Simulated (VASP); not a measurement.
TiO2, 6 atoms in the cell. The structure is monoclinic, space group C2/c (No. 15). Conventional cell: a = 5.412 Å, b = 5.413 Å, c = 5.641 Å, α = 90.00°, β = 117.83°, γ = 90.00°. Ti (site symmetry 2) has 6 O at 1.94 to 2.08 Å within 2.6 Å. Within 2.6 Å of O (site symmetry 1) lie 3 Ti at 1.94 to 2.08 Å and 2 O at 2.54 Å. 

```yaml
Program: VASP 6.6.1
Task: single point
Functional: PBE
Potentials_or_basis: VASP PAW PBE potentials, release 64 (Ti_sv, O)
Cutoff: 520 eV
k_mesh: 6 × 6 × 5
Occupations: fermi-dirac, width 0.05 eV
Spin: no spin polarisation
Dipole_correction: no
Further_INCAR_settings: ALGO = Normal; EDIFF = 1e-06; NBANDS = 33
```

Potentials or basis: VASP PAW PBE potentials, release 64 (Ti_sv, O).

Command:

```console
$ cat potpaw_PBE.64/Ti_sv/POTCAR potpaw_PBE.64/O/POTCAR > POTCAR
$ mpirun -np 1 vasp_std > vasp.out
```

Hardware: 1 thread of Intel Xeon 8259CL, on a shared host.

**Question.** Estimate the wall time of this run.

**Answer.** Wall time 3.9 min on 1 thread of Intel Xeon 8259CL, with other jobs on the host, peak memory 0.24 GiB. Counts: scf iterations 16, k points 55.
